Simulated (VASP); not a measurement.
# SnH2Br2 (I4/mmm) in VASP: further runs

The runs below take SnH2Br2 through single point, with PBE.

Everything below comes from runs of VASP 6.6.1. Logs are shortened: lines on timing, memory, paths and dates and some standing lists are left out, and cuts for length are marked.

### 1 The cell of the first run

The structure is tetragonal, space group I4/mmm (No. 139). Conventional cell: a = 3.435 Å, b = 3.435 Å, c = 16.099 Å, α = 90.00°, β = 90.00°, γ = 90.00°. Sn (site symmetry 4/mmm) has 4 Sn at 3.44 Å and 8 Br at 3.71 Å and 8 H at 4.38 Å within 4.5 Å. H (site symmetry -4m2) has 4 Br at 2.11 Å and 4 H at 2.43 Å within 2.8 Å. Within 2.8 Å of Br (site symmetry 4mm) lie 4 H at 2.11 Å.

The cell was generated, and may not be a known phase.

### 2 Single point, PBE

The input, INCAR:

```
ALGO = Normal
EDIFF = 1E-7
ENCUT = 520
GGA = PE
ISIF = 2
ISMEAR = 0
LASPH = T
LCHARG = F
LREAL = F
LWAVE = F
NBANDS = 23
NELM = 80
PREC = Accurate
SIGMA = 0.1
```

The input, KPOINTS:

```
k-points
0
Gamma
  6 6 6
```

The input, POSCAR:

```
SnH2Br2
1.0
   -1.7176554424      1.7176554424      8.0497404899
    1.7176554424     -1.7176554424      8.0497404899
    1.7176554424      1.7176554424     -8.0497404899
Sn H Br
1 2 2
Direct
    0.0000000000      0.0000000000      0.0000000000
    0.7500000000      0.2500000000      0.5000000000
    0.2500000000      0.7500000000      0.5000000000
    0.6742961025      0.6742961025      0.0000000000
    0.3257038975      0.3257038975      0.0000000000
```

Potentials or basis: VASP PAW PBE potentials, release 64 (Sn_d, H, Br).

Run with:

```bash
> cat potpaw_PBE.64/Sn_d/POTCAR potpaw_PBE.64/H/POTCAR potpaw_PBE.64/Br/POTCAR > POTCAR
> mpirun -np 1 vasp_std > vasp.out
```

OUTCAR:

```text
EDIFF = 1E-7
   ENCUT = 520
   GGA = PE
   ISIF = 2
   ISMEAR = 0
   LASPH = T
   LREAL = F
   NELM = 80
   PREC = Accurate

 ion  position               nearest neighbor table
   1  0.000  0.000  0.000-
   2  0.750  0.250  0.500-
   3  0.250  0.750  0.500-
   4  0.674  0.674  0.000-
   5  0.326  0.326  0.000-

  LATTYP: Found a body centered tetragonal cell.
 ALAT       =     3.4353108848
 C/A-ratio  =     4.6864698770

  Lattice vectors:

 A1 = (  -1.7176554424,   1.7176554424,   8.0497404899)
 A2 = (   1.7176554424,  -1.7176554424,   8.0497404899)
 A3 = (   1.7176554424,   1.7176554424,  -8.0497404899)

Analysis of symmetry for initial positions (statically):
=====================================================================
 Subroutine PRICEL returns:
 Original cell was already a primitive cell.

 Routine SETGRP: Setting up the symmetry group for a
 body centered tetragonal supercell.

 Subroutine GETGRP returns: Found 16 space group operations
 (whereof 16 operations were pure point group operations)
 out of a pool of 16 trial point group operations.

The static configuration has the point symmetry D_4h.

Analysis of symmetry for dynamics (positions and initial velocities):
=====================================================================
 Subroutine PRICEL returns:
 Original cell was already a primitive cell.

 Routine SETGRP: Setting up the symmetry group for a
 body centered tetragonal supercell.

 Subroutine GETGRP returns: Found 16 space group operations
 (whereof 16 operations were pure point group operations)
 out of a pool of 16 trial point group operations.

The dynamic configuration has the point symmetry D_4h.

 Subroutine INISYM returns: Found 16 space group operations
 (whereof 16 operations are pure point group operations),
 and found     1 'primitive' translations

----------------------------------------------------------------------------------------

                                     Primitive cell

  volume of cell :      94.9979

  direct lattice vectors                    reciprocal lattice vectors
    -1.717655442  1.717655442  8.049740490     0.000000000  0.291094470  0.062113804
     1.717655442 -1.717655442  8.049740490     0.291094470  0.000000000  0.062113804
     1.717655442  1.717655442 -8.049740490     0.291094470  0.291094470  0.000000000

  length of vectors
     8.408269881  8.408269881  8.408269881     0.297647635  0.297647635  0.411669747

  position of ions in fractional coordinates (direct lattice)
     0.000000000  0.000000000  0.000000000
     0.750000000  0.250000000  0.500000000
     0.250000000  0.750000000  0.500000000
     0.674296103  0.674296103  0.000000000
     0.325703897  0.325703897  0.000000000

  ion indices of the primitive-cell ions
   primitive index   ion index
                 1           1
                 2           2
                 3           3
                 4           4
                 5           5

----------------------------------------------------------------------------------------

 KPOINTS: k-points

Automatic generation of k-mesh.
 Grid dimensions read from file:
 generate k-points for:    6    6    6

 Generating k-lattice:

  Cartesian coordinates                     Fractional coordinates (reciprocal lattice)
     0.000000000  0.048515745  0.010352301     0.166666667  0.000000000  0.000000000
     0.048515745  0.000000000  0.010352301     0.000000000  0.166666667  0.000000000
     0.048515745  0.048515745  0.000000000     0.000000000  0.000000000  0.166666667

  Length of vectors
     0.049607939  0.049607939  0.068611624

  Shift w.r.t. Gamma in fractional coordinates (k-lattice)
     0.000000000  0.000000000  0.000000000

 Subroutine IBZKPT returns following result:
 ===========================================

 Found     30 irreducible k-points:

 Following reciprocal coordinates:
            Coordinates               Weight
  0.000000  0.000000  0.000000      1.000000
  0.166667  0.000000 -0.000000      8.000000
  0.333333  0.000000 -0.000000      8.000000
  0.500000  0.000000  0.000000      4.000000
  0.166667  0.166667  0.000000      8.000000
  0.333333  0.166667 -0.000000     16.000000
[... 16 lines left out ...]
 -0.333333 -0.333333  0.166667      8.000000
 -0.166667 -0.333333  0.166667      8.000000
 [... further k-points ...]
   k-points           NKPTS =     30   k-points in BZ     NKDIM =     30   number of bands    NBANDS=     23
   number of dos      NEDOS =    301   number of ions     NIONS =      5
   total plane-waves  NPLWV = 262144
   dimension x,y,z NGX =    64 NGY =   64 NGZ =   64
   dimension x,y,z NGXF=   128 NGYF=  128 NGZF=  128
   ions per type =               1   2   2
   NGX,Y,Z   is equivalent  to a cutoff of  12.65, 12.65, 12.65 a.u.
   NGXF,Y,Z  is equivalent  to a cutoff of  25.31, 25.31, 25.31 a.u.
 SYSTEM =  unknown system
   PREC   = accura    normal or accurate (medium, high low for compatibility)
   ISTART =      0    job   : 0-new  1-cont  2-samecut
   ICHARG =      2    charge: 1-file 2-atom 10-const
   ISPIN  =      1    spin polarized calculation?
   LNONCOLLINEAR =      F non collinear calculations
   LSORBIT =      F    spin-orbit coupling
   LASPH  =      T    aspherical Exc in radial PAW
   ENCUT  =  520.0 eV  38.22 Ry    6.18 a.u.  15.63 15.63 15.63*2*pi/ulx,y,z
   NELM   =     80;   NELMIN=  2; NELMDL= -5     # of ELM steps
   EDIFF  = 0.1E-06   stopping-criterion for ELM
   LREAL  =      F    real-space projection
   EDIFFG = 0.1E-05   stopping-criterion for IOM
   NSW    =      0    number of steps for IOM
   IBRION =     -1    ionic relax: 0-MD 1-quasi-New 2-CG
   NFREE  =      0    steps in history (QN), initial steepest desc. (CG)
   ISIF   =      2    stress and relaxation
   ISYM   =      2    0-nonsym 1-usesym 2-fastsym
   POTIM  = 0.5000    time-step for ionic-motion
   TEBEG  =    0.0;   TEEND  =   0.0 temperature during run
   PSTRESS=    0.0 pullay stress
   NELECT =      30.0000    total number of electrons
   NUPDOWN=      -1.0000    fix difference up-down
   EMIN   =  10.00;   EMAX   =-10.00  energy-range for DOS
   EFERMI =   0.00;   METHOD = LEGACY
   ISMEAR =     0;   SIGMA  =   0.10  broadening in eV -4-tet -1-fermi 0-gaus
   EFERMI_NEDOS =   21; number of points for ismear=-14 and -15
   IALGO  =     38    algorithm
   IMIX   =      4    mixing-type and parameters
     AMIX     =   0.40;   BMIX     =  1.00
     AMIX_MAG =   1.60;   BMIX_MAG =  1.00
  volume/ion in A,a.u.               =      19.00       128.22
  Fermi-wavevector in a.u.,A,eV,Ry     =   1.114835  2.106733 16.910097  1.242857
  Thomas-Fermi vector in A             =   2.251434
   LORBIT       =      0    0 simple, 1 ext, 2 COOP (PROOUT), +10 PAW based schemes
   GGA     = PE    functional components
   LHFCALC =     F    Hartree Fock is set to
   AEXX    =    0.0000 exact exchange contribution
   IVDW    =     0    specifies the selected vdW correction
   LEPSILON=     F    determine dielectric tensor
   LRPA    =     F    only Hartree local field effects (RPA)
 non-spin polarized calculation
 Gauss-broadening in eV      SIGMA  =   0.10
  energy-cutoff  :      520.00
  volume of cell :       95.00
 maximum number of plane-waves:      2578
 NGX is ok and might be reduce to    64
   NGX = 31   NGY = 31   NGZ = 31

 number of electron      30.0000006 magnetization

 Free energy of the ion-electron system (eV)
  ---------------------------------------------------
  ext. energy  EPLUGINS =         0.00000000
  ---------------------------------------------------
  free energy    TOTEN  =       -11.49026038 eV

  energy without entropy =      -11.48532153  energy(sigma->0) =      -11.48779095

 E-fermi :   4.1759     XC(G=0):  -9.2180

 val. band max:        4.0374221401   @ k =   0.1667   0.1667   0.1667
 cond. band min:       4.1760161735   @ k =  -0.1667   0.3333   0.1667
 fundamental gap:      0.1385940334
 Fermi energy:         4.1759080775

 k-point     1 :       0.0000    0.0000    0.0000
  band No.  band energies     occupation
      1     -17.7817      2.00000
      2     -17.6724      2.00000
      3     -17.6724      2.00000
      4     -17.5962      2.00000
      5     -17.4711      2.00000
      6     -12.9231      2.00000
[... 15 lines left out ...]
     22      10.9278      0.00000
     23      13.4758      0.00000

 k-point     2 :       0.1667    0.0000   -0.0000
  band No.  band energies     occupation
      1     -17.7744      2.00000
      2     -17.6818      2.00000
      3     -17.6717      2.00000
      4     -17.5745      2.00000
      5     -17.4792      2.00000
      6     -12.7373      2.00000
[... 15 lines left out ...]
     22      12.2449      0.00000
     23      12.3152      0.00000

 k-point     3 :       0.3333    0.0000   -0.0000
  band No.  band energies     occupation
      1     -17.7631      2.00000
      2     -17.7004      2.00000
      3     -17.6702      2.00000
      4     -17.5275      2.00000
      5     -17.4952      2.00000
      6     -12.2598      2.00000
[... 15 lines left out ...]
     22      11.8222      0.00000
     23      13.3190      0.00000
[... 495 lines left out ...]
 k-point    23 :      -0.3333   -0.3333    0.1667
  band No.  band energies     occupation
      1     -17.7660      2.00000
      2     -17.6813      2.00000
      3     -17.6805      2.00000
      4     -17.5537      2.00000
      5     -17.4877      2.00000
      6     -12.5531      2.00000
[... 15 lines left out ...]
     22      12.1709      0.00000
     23      13.2922      0.00000

 k-point    24 :      -0.1667   -0.3333    0.1667
  band No.  band energies     occupation
      1     -17.7744      2.00000
      2     -17.6818      2.00000
      3     -17.6717      2.00000
      4     -17.5745      2.00000
      5     -17.4792      2.00000
      6     -12.7347      2.00000
[... 15 lines left out ...]
     22      12.3025      0.00000
     23      12.3391      0.00000

 [... further k-points ...]

------------------------ aborting loop because EDIFF is reached ----------------------------------------

  FORCE on cell =-STRESS in cart. coord.  units (eV):
  Direction    XX          YY          ZZ          XY          YZ          ZX
  --------------------------------------------------------------------------------------
  -------------------------------------------------------------------------------------
  Total        0.0241789      0.0241789      0.0388570      0.0000000     -0.0000000      0.0000000
  in kB        0.4077872      0.4077872      0.6553391      0.0000000     -0.0000000      0.0000000
  external PRESSURE =       0.4903045 kB  Pullay stress =       0.0000000 kB

 VOLUME and BASIS-vectors are now :
 -----------------------------------------------------------------------------
  energy-cutoff  :      520.00
  volume of cell :       95.00
      direct lattice vectors                 reciprocal lattice vectors
    -1.717655442  1.717655442  8.049740490     0.000000000  0.291094470  0.062113804
     1.717655442 -1.717655442  8.049740490     0.291094470  0.000000000  0.062113804
     1.717655442  1.717655442 -8.049740490     0.291094470  0.291094470  0.000000000

 POSITION                                       TOTAL-FORCE (eV/Angst)
 -----------------------------------------------------------------------------------
      0.00000      0.00000      0.00000        -0.000000     -0.000000     -0.000000
      0.00000      1.71766      4.02487        -0.000000     -0.000000     -0.000000
      1.71766      0.00000      4.02487        -0.000000     -0.000000     -0.000000
      0.00000      0.00000     10.85582        -0.000000     -0.000000     -0.006698
      0.00000      0.00000      5.24366         0.000000      0.000000      0.006698
 -----------------------------------------------------------------------------------
    total drift:                               -0.000000      0.000000     -0.000000

  FREE ENERGIE OF THE ION-ELECTRON SYSTEM (eV)
  ---------------------------------------------------
  free  energy   TOTEN  =       -11.4902603763 eV

  energy  without entropy=      -11.4853215270  energy(sigma->0) =      -11.48779095
```

It took 2.2 min on 1 thread of Intel Xeon 6975P-C (Granite Rapids), shared host; peak memory 0.56 GiB.

Results:

| Item | Value |
| --- | --- |
| Free energy | -11.4903 eV |
| Pressure | 0.0 GPa |
| Largest force | 0.007 eV/Å |
| Band gap on the k mesh | zero (bands 15 and 16 overlap by 1.48 eV) |

Forces on the atoms (eV/Å):
```
Sn   0.000  0.000  0.000
H    0.000  0.000  0.000
H    0.000  0.000  0.000
Br   0.000  0.000 -0.007
Br   0.000  0.000  0.007
```

Caveat: spin-orbit coupling is left out, which moves the levels of the heavy elements.

### 3 Single point, PBE

This run uses another cell than the first one, of 22.63 Å³/atom.

The input, INCAR:

```
PREC = Accurate
ENCUT = 520
EDIFF = 1E-6
ISMEAR = 0
SIGMA = 0.1
LREAL = F
LASPH = T
NELM = 60
ALGO = Normal
ISIF = 2
LWAVE = F
LCHARG = F
GGA = PE
NBANDS = 23
```

The input, KPOINTS:

```
regular mesh
0
Gamma
  6 6 6
```

The input, POSCAR:

```
SnH2Br2
1.0
   -2.2785714300      2.2785714300      5.4486493000
    2.2785714300     -2.2785714300      5.4486493000
    2.2785714300      2.2785714300     -5.4486493000
Sn H Br
1 2 2
Direct
    0.0000000000      0.0000000000      0.0000000000
    0.7500000000      0.2500000000      0.5000000000
    0.2500000000      0.7500000000      0.5000000000
    0.6421839600      0.6421839600      0.0000000000
    0.3578160400      0.3578160400      0.0000000000
```

Potentials or basis: VASP PAW PBE potentials, release 64 (Sn_d, H, Br).

Run with:

```bash
> cat potpaw_PBE.64/Sn_d/POTCAR potpaw_PBE.64/H/POTCAR potpaw_PBE.64/Br/POTCAR > POTCAR
> mpirun -np 1 vasp_std > vasp.out
```

OUTCAR:

```text
PREC = Accurate
   ENCUT = 520
   EDIFF = 1E-6
   ISMEAR = 0
   LREAL = F
   LASPH = T
   NELM = 60
   ISIF = 2
   GGA = PE

 ion  position               nearest neighbor table
   1  0.000  0.000  0.000-
   2  0.750  0.250  0.500-
   3  0.250  0.750  0.500-
   4  0.642  0.642  0.000-
   5  0.358  0.358  0.000-

  LATTYP: Found a body centered tetragonal cell.
[... 823 lines left out ...]

  FORCE on cell =-STRESS in cart. coord.  units (eV):
  Direction    XX          YY          ZZ          XY          YZ          ZX
  --------------------------------------------------------------------------------------
  -------------------------------------------------------------------------------------
  Total       -4.2386974     -4.2386974     -1.9476359      0.0000000      0.0000000     -0.0000000
  in kB      -60.0162499    -60.0162499    -27.5768220      0.0000000      0.0000000     -0.0000000
  external PRESSURE =     -49.2031073 kB  Pullay stress =       0.0000000 kB

 VOLUME and BASIS-vectors are now :
 -----------------------------------------------------------------------------
  energy-cutoff  :      520.00
  volume of cell :      113.16
      direct lattice vectors                 reciprocal lattice vectors
    -2.278571430  2.278571430  5.448649300     0.000000000  0.219435737  0.091765862
     2.278571430 -2.278571430  5.448649300     0.219435737  0.000000000  0.091765862
     2.278571430  2.278571430 -5.448649300     0.219435737  0.219435737  0.000000000

 POSITION                                       TOTAL-FORCE (eV/Angst)
 -----------------------------------------------------------------------------------
      0.00000      0.00000      0.00000         0.000000      0.000000      0.000000
     -0.00000      2.27857      2.72432         0.000000      0.000000      0.000000
      2.27857     -0.00000      2.72432         0.000000      0.000000      0.000000
      0.00000      0.00000      6.99807        -0.000000     -0.000000      0.952669
      0.00000      0.00000      3.89923         0.000000      0.000000     -0.952669
 -----------------------------------------------------------------------------------
    total drift:                                0.000000      0.000000     -0.000000

  FREE ENERGIE OF THE ION-ELECTRON SYSTEM (eV)
  ---------------------------------------------------
  free  energy   TOTEN  =       -10.0717734882 eV

  energy  without entropy=      -10.0556391362  energy(sigma->0) =      -10.06370631
```

OSZICAR:

```text
N       E                     dE             d eps       ncg     rms          rms(c)
DAV:   1     0.235250091425E+03    0.23525E+03   -0.13168E+04  1401   0.135E+03
DAV:   2     0.198628213837E+02   -0.21539E+03   -0.20295E+03  1486   0.355E+02
DAV:   3    -0.976273018253E+01   -0.29626E+02   -0.28222E+02  1668   0.113E+02
DAV:   4    -0.109666138123E+02   -0.12039E+01   -0.11988E+01  1653   0.251E+01
DAV:   5    -0.109968910817E+02   -0.30277E-01   -0.30275E-01  1991   0.415E+00    0.731E+00
DAV:   6    -0.101062479633E+02    0.89064E+00   -0.60527E-01  1819   0.565E+00    0.450E+00
DAV:   7    -0.100746654276E+02    0.31583E-01   -0.27271E-01  1688   0.201E+00    0.215E+00
DAV:   8    -0.100823865089E+02   -0.77211E-02   -0.96752E-02  1649   0.200E+00    0.558E-01
DAV:   9    -0.100728159638E+02    0.95705E-02   -0.42737E-02  1650   0.107E+00    0.216E-01
DAV:  10    -0.100716620416E+02    0.11539E-02   -0.46364E-03  1683   0.367E-01    0.825E-02
DAV:  11    -0.100717924811E+02   -0.13044E-03   -0.41952E-04  1726   0.108E-01    0.329E-02
DAV:  12    -0.100717811283E+02    0.11353E-04   -0.13760E-04  1736   0.566E-02    0.143E-02
DAV:  13    -0.100717736654E+02    0.74629E-05   -0.19865E-05  1684   0.262E-02    0.521E-03
DAV:  14    -0.100717734882E+02    0.17712E-06   -0.23588E-06  1721   0.773E-03
   1 F= -.10071773E+02 E0= -.10063706E+02  d E =-.161344E-01
```

Run time: 59 s. Hardware: 1 thread of Intel Xeon 6975P-C (Granite Rapids), shared host; peak memory 0.36 GiB.

What came out:

| Property | Result |
| --- | --- |
| Free energy | -10.0718 eV |
| Pressure | -4.9 GPa |
| Largest force | 0.953 eV/Å |
| Band gap on the k mesh | zero (bands 15 and 16 overlap by 1.19 eV) |

Forces in eV/Å, atoms in the order of the input:
```
Sn   0.000  0.000  0.000
H    0.000  0.000  0.000
H    0.000  0.000  0.000
Br   0.000  0.000  0.953
Br   0.000  0.000 -0.953
```

Stress tensor (GPa, compression positive):
```
-6.00  0.00  0.00
 0.00 -6.00  0.00
 0.00  0.00 -2.76
```

Levels at points of the mesh, in eV from the Fermi level:
```
           k point  band 13  band 14  band 15  band 16  band 17  band 18
(0.00, 0.00, 0.00)    -3.05    -2.11    -1.26     0.06     0.84     1.76
(0.50, 0.00, 0.00)    -2.64    -1.78    -0.72     0.31     0.97     1.01
(0.50, 0.50, 0.00)    -2.72    -2.15    -0.19     0.73     1.24     1.44
(0.50, 0.50, 0.50)    -2.33    -2.33    -1.36    -0.29     1.91     1.91
```

Caveat: the cell stands under tension; spin-orbit coupling is left out, which moves the levels of the heavy elements.

The gap in the log of VASP goes by the Fermi energy; the results here count the filled bands.